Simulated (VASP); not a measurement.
# Ir12O in VASP: single point with PBE+D3(BJ)

Aim: the single point of Ir12O with PBE+D3(BJ).

Everything below comes from runs of VASP 6.6.1. Logs are shortened: lines on timing, memory, paths and dates and some standing lists are left out, and cuts for length are marked.

## 1. The cell of the first run

The cell holds a slab with vacuum, 13 atoms: a = 5.431 Å, b = 5.431 Å, c = 21.001 Å, α = 90.00°, β = 90.00°, γ = 90.00°.

## 2. Single point, PBE+D3(BJ)

File INCAR:

```
PREC = Accurate
ENCUT = 520
EDIFF = 1E-6
ISMEAR = 0
SIGMA = 0.1
LREAL = False
LASPH = True
NELM = 100
ALGO = Normal
ISIF = 2
LWAVE = False
LCHARG = False
LDIPOL = True
IDIPOL = 3
DIPOL = 0.5 0.5 0.295
GGA = PE
IVDW = 12
NBANDS = 69
```

File KPOINTS:

```
Automatic mesh
0
Gamma
  5 5 1
```

File POSCAR:

```
Ir12O
1.0
    5.4309029918      0.0000000000      0.0000000000
    0.0000000000      5.4309029918      0.0000000000
    0.0000000000      0.0000000000     21.0013955423
Ir O
12 1
Direct
    0.2500000000      0.2500000000      0.1904635333
    0.2500000000      0.7500000000      0.1904635333
    0.7500000000      0.2500000000      0.1904635333
    0.7500000000      0.7500000000      0.1904635333
    0.0000000000      0.0000000000      0.2785823619
    0.0000000000      0.5000000000      0.2785823619
    0.5000000000      0.0000000000      0.2785823619
    0.5000000000      0.5000000000      0.2785823619
    0.2500000000      0.2500000000      0.3667087517
    0.2500000000      0.7500000000      0.3667087517
    0.7500000000      0.2500000000      0.3667087517
    0.7500000000      0.7500000000      0.3667087517
    0.3333333333      0.4166666667      0.4857484600
```

Potentials or basis: VASP PAW PBE potentials, release 64 (Ir, O).

On the command line:

```
> cat potpaw_PBE.64/Ir/POTCAR potpaw_PBE.64/O/POTCAR > POTCAR
> mpirun -np 1 vasp_std > vasp.out
```

OUTCAR:

```text
PREC = Accurate
   ENCUT = 520
   EDIFF = 1E-6
   ISMEAR = 0
   LREAL = False
   LASPH = True
   NELM = 100
   ISIF = 2
   GGA = PE
   IVDW = 12
 IVDW          = 12

 ion  position               nearest neighbor table
   1  0.250  0.250  0.190-   5 2.67   6 2.67   7 2.67   8 2.67   2 2.72   3 2.72   2 2.72   3 2.72

   2  0.250  0.750  0.190-   5 2.67   6 2.67   7 2.67   8 2.67   1 2.72   4 2.72   1 2.72   4 2.72

   3  0.750  0.250  0.190-   5 2.67   6 2.67   7 2.67   8 2.67   1 2.72   4 2.72   4 2.72   1 2.72
[... 15 lines left out ...]
  11  0.750  0.250  0.367-   5 2.67   6 2.67   7 2.67   8 2.67   9 2.72  12 2.72  12 2.72   9 2.72

  12  0.750  0.750  0.367-   5 2.67   6 2.67   7 2.67   8 2.67  10 2.72  11 2.72  11 2.72  10 2.72

  13  0.333  0.417  0.486-

  LATTYP: Found a simple tetragonal cell.
 ALAT       =     5.4309029918
 C/A-ratio  =     3.8670172481

  Lattice vectors:

 A1 = (   5.4309029918,   0.0000000000,   0.0000000000)
 A2 = (   0.0000000000,   5.4309029918,   0.0000000000)
 A3 = (   0.0000000000,   0.0000000000,  21.0013955423)

Analysis of symmetry for initial positions (statically):
=====================================================================
 Subroutine PRICEL returns:
 Original cell was already a primitive cell.

 Routine SETGRP: Setting up the symmetry group for a
 simple tetragonal supercell.

 Subroutine GETGRP returns: Found  1 space group operations
 (whereof  1 operations were pure point group operations)
 out of a pool of 16 trial point group operations.

The static configuration has the point symmetry C_1 .

Analysis of symmetry for dynamics (positions and initial velocities):
=====================================================================
 Subroutine PRICEL returns:
 Original cell was already a primitive cell.

 Routine SETGRP: Setting up the symmetry group for a
 simple tetragonal supercell.

 Subroutine GETGRP returns: Found  1 space group operations
 (whereof  1 operations were pure point group operations)
 out of a pool of 16 trial point group operations.

The dynamic configuration has the point symmetry C_1 .

 Subroutine INISYM returns: Found  1 space group operations
 (whereof  1 operations are pure point group operations),
 and found     1 'primitive' translations

----------------------------------------------------------------------------------------

                                     Primitive cell

  volume of cell :     619.4300
[... 119 lines left out ...]
     AMIX_MAG =   1.60;   BMIX_MAG =  1.00
  volume/ion in A,a.u.               =      47.65       321.55
  Fermi-wavevector in a.u.,A,eV,Ry     =   0.931206  1.759724 11.798215  0.867144
  Thomas-Fermi vector in A             =   2.057675
   LORBIT       =      0    0 simple, 1 ext, 2 COOP (PROOUT), +10 PAW based schemes
   GGA     = PE    functional components
   LHFCALC =     F    Hartree Fock is set to
   AEXX    =    0.0000 exact exchange contribution
   IVDW    =    12    specifies the selected vdW correction
   LEPSILON=     F    determine dielectric tensor
   LRPA    =     F    only Hartree local field effects (RPA)
 non-spin polarized calculation
 Gauss-broadening in eV      SIGMA  =   0.10
  energy-cutoff  :      520.00
  volume of cell :      619.43
 maximum number of plane-waves:     16712
   NGX = 21   NGY = 21   NGZ = 79

 dipolmoment           0.000000      0.000000     -0.884172 electrons x Angstroem

 number of electron     113.9999986 magnetization

 dipolmoment           0.000000      0.000000      0.387169 electrons x Angstroem

 Free energy of the ion-electron system (eV)
  ---------------------------------------------------
  ext. energy  EPLUGINS =         0.00000000
  ---------------------------------------------------
  free energy    TOTEN  =       -98.78010817 eV

  energy without entropy =      -98.71147130  energy(sigma->0) =      -98.74578974

 E-fermi :  -1.7429     XC(G=0):  -5.0052

 val. band max:       -1.7528976613   @ k =   0.2000   0.2000   0.0000
 cond. band min:      -1.7295611716   @ k =  -0.2000   0.2000   0.0000
 fundamental gap:      0.0233364898
 Fermi energy:        -1.7429450461

 k-point     1 :       0.0000    0.0000    0.0000
  band No.  band energies     occupation
      1     -16.9631      2.00000
      2     -11.6352      2.00000
      3      -9.1438      2.00000
      4      -9.1424      2.00000
      5      -9.0833      2.00000
      6      -8.9153      2.00000
[... 925 lines left out ...]
     68      -0.7483      0.00000
     69      -0.6742      0.00000

------------------------ aborting loop because EDIFF is reached ----------------------------------------

 vacuum level on the upper side and lower side of the slab       (xc-potential included)         1.151        -1.165

 Edisp (eV)   -5.50662

 E8    (eV) :    -2.6844

  FORCE on cell =-STRESS in cart. coord.  units (eV):
  Direction    XX          YY          ZZ          XY          YZ          ZX
  --------------------------------------------------------------------------------------
  -------------------------------------------------------------------------------------
  Total     -10.83190   -11.77977    -8.29960    -0.00864    -0.52896    -0.47774
  in kB     -28.01708   -30.46877   -21.46719    -0.02234    -1.36818    -1.23568
  external pressure =      -26.65 kB  Pullay stress =        0.00 kB

 VOLUME and BASIS-vectors are now :
 -----------------------------------------------------------------------------
  energy-cutoff  :      520.00
  volume of cell :      619.43
      direct lattice vectors                 reciprocal lattice vectors
     5.430902992  0.000000000  0.000000000     0.184131442  0.000000000  0.000000000
     0.000000000  5.430902992  0.000000000     0.000000000  0.184131442  0.000000000
     0.000000000  0.000000000 21.001395542     0.000000000  0.000000000  0.047615883

 POSITION                                       TOTAL-FORCE (eV/Angst)
 -----------------------------------------------------------------------------------
      1.35773      1.35773      4.00000        -0.028588     -0.046627      0.062147
      1.35773      4.07318      4.00000        -0.026364      0.037028     -0.023847
      4.07318      1.35773      4.00000         0.009397     -0.013454     -0.088209
      4.07318      4.07318      4.00000        -0.036471     -0.068327     -0.176904
      0.00000      0.00000      5.85062         0.139177      0.095148      0.344690
      0.00000      2.71545      5.85062         0.120534     -0.049239     -0.014772
      2.71545      0.00000      5.85062        -0.102019      0.092762      0.134139
      2.71545      2.71545      5.85062        -0.075982     -0.044361     -0.166742
      1.35773      1.35773      7.70140         0.269208      0.544650      2.215072
      1.35773      4.07318      7.70140         0.046296     -0.288333      0.736944
      4.07318      1.35773      7.70140        -0.073139     -0.016460      0.264784
      4.07318      4.07318      7.70140         0.010636      0.033539      0.100279
      1.81030      2.26288     10.20140        -0.252687     -0.276325     -3.387583
 -----------------------------------------------------------------------------------
    total drift:                               -0.000375      0.000522      0.000277

  FREE ENERGIE OF THE ION-ELECTRON SYSTEM (eV)
  ---------------------------------------------------
  free  energy   TOTEN  =      -104.2867257084 eV

  energy  without entropy=     -104.2180888442  energy(sigma->0) =     -104.25240728

 vacuum level on the upper side and lower side of the slab         5.924         3.548
```

OSZICAR:

```text
N       E                     dE             d eps       ncg     rms          rms(c)
DAV:   1     0.108545630004E+04    0.10855E+04   -0.44486E+04  1794   0.138E+03
DAV:   2     0.431309797405E+02   -0.10423E+04   -0.96604E+03  1819   0.414E+02
DAV:   3    -0.977731294409E+02   -0.14090E+03   -0.13136E+03  2548   0.130E+02
[... 26 lines left out ...]
DAV:  30    -0.987800757028E+02   -0.15232E-04   -0.96751E-06  1611   0.812E-03    0.111E-02
DAV:  31    -0.987800891621E+02   -0.13459E-04   -0.20039E-06  1144   0.459E-03    0.628E-03
DAV:  32    -0.987801058820E+02   -0.16720E-04   -0.36453E-06  1493   0.653E-03    0.130E-02
DAV:  33    -0.987801075932E+02   -0.17113E-05   -0.54302E-07  1088   0.441E-03    0.112E-02
DAV:  34    -0.987801081672E+02   -0.57393E-06   -0.10020E-06  1027   0.272E-03
   1 F= -.10428673E+03 E0= -.10425241E+03  d E =-.686369E-01
```

It took 21 min on 1 thread of Intel Xeon 6975P-C (Granite Rapids), shared host; peak memory 0.77 GiB.

What came out:

```yaml
Free_energy: -104.2867 eV
Largest_force: 3.408 eV/Å
Band_gap_on_the_k_mesh: zero (bands 57 and 58 overlap by 1.13 eV)
Dispersion_energy_per_atom: -0.424 eV
```

Forces on the atoms (eV/Å):
```
Ir  -0.029 -0.047  0.062
Ir  -0.026  0.037 -0.024
Ir   0.009 -0.013 -0.088
Ir  -0.036 -0.068 -0.177
Ir   0.139  0.095  0.345
Ir   0.121 -0.049 -0.015
Ir  -0.102  0.093  0.134
Ir  -0.076 -0.044 -0.167
Ir   0.269  0.545  2.215
Ir   0.046 -0.288  0.737
Ir  -0.073 -0.016  0.265
Ir   0.011  0.034  0.100
O   -0.253 -0.276 -3.388
```

Levels at points of the mesh, in eV from the Fermi level:
| k point | band 54 | band 55 | band 56 | band 57 | band 58 | band 59 | band 60 | band 61 |
| --- | --- | --- | --- | --- | --- | --- | --- | --- |
| (0.00, 0.00, 0.00) | 0.30 | 0.44 | 0.52 | 0.64 | 0.65 | 0.68 | 0.73 | 0.89 |

Caveat: spin-orbit coupling is left out, which moves the levels of the heavy elements.

The gap in the log of VASP goes by the Fermi energy; the results here count the filled bands.